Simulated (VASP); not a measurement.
Set up this calculation in VASP 6.6.1, as the native input.

| Quantity | Value |
| --- | --- |
| Task | single point |
| Functional | LDA |
| Potentials or basis | VASP PAW LDA potentials, release 64 (Ti_sv, C) |
| Cutoff | 520 eV |
| k mesh | 9 × 9 × 1 |
| Occupations | gaussian, width 0.1 eV |
| Spin | no spin polarisation |
| Dipole correction | yes |
| Further INCAR settings | ALGO = Normal; EDIFF = 1e-06; NBANDS = 34 |

The structure of Ti4C lies in POSCAR:

```
Ti4C
1.0
    2.8639615639      0.0000000000      0.0000000000
   -1.4319807819      2.4802634698      0.0000000000
    0.0000000000      0.0000000000     22.2412339090
Ti C
4 1
Direct
    0.6666666667      0.3333333333      0.1798461370
    0.3333333333      0.6666666667      0.2817907594
    0.6666666667      0.3333333333      0.3878708239
    0.3333333333      0.6666666667      0.4829423562
    0.3333333333      0.6666666667      0.5701514605
```

The input as run:

INCAR

```
PREC = Accurate ; ENCUT = 520
EDIFF = 1E-6 ; ISMEAR = 0
SIGMA = 0.1 ; LREAL = False
LASPH = True ; NELM = 80
ALGO = Normal ; ISIF = 2
LWAVE = False ; LCHARG = True
LDIPOL = True ; IDIPOL = 3
DIPOL = 0.5 0.5 0.381 ; LELF = True
LVHAR = True ; LVACPOTAV = True
NBANDS = 34
```

KPOINTS

```
Automatic mesh
0
Gamma
  9 9 1
```

Potentials or basis: VASP PAW LDA potentials, release 64 (Ti_sv, C).

Run with:

```sh
$ cat potpaw_LDA.64/Ti_sv/POTCAR potpaw_LDA.64/C/POTCAR > POTCAR
$ mpirun -np 1 vasp_std > vasp.out
```

Results of the run:

* Largest force: 0.989 eV/Å
* Band gap on the k mesh: zero (bands 26 and 27 overlap by 0.90 eV)

It took 2.3 min on 1 thread of Intel(R) Xeon(R) Platinum 8175M CPU @ 2.50GHz (Skylake/Cascade Lake), on a shared host, peak memory 0.26 GiB.
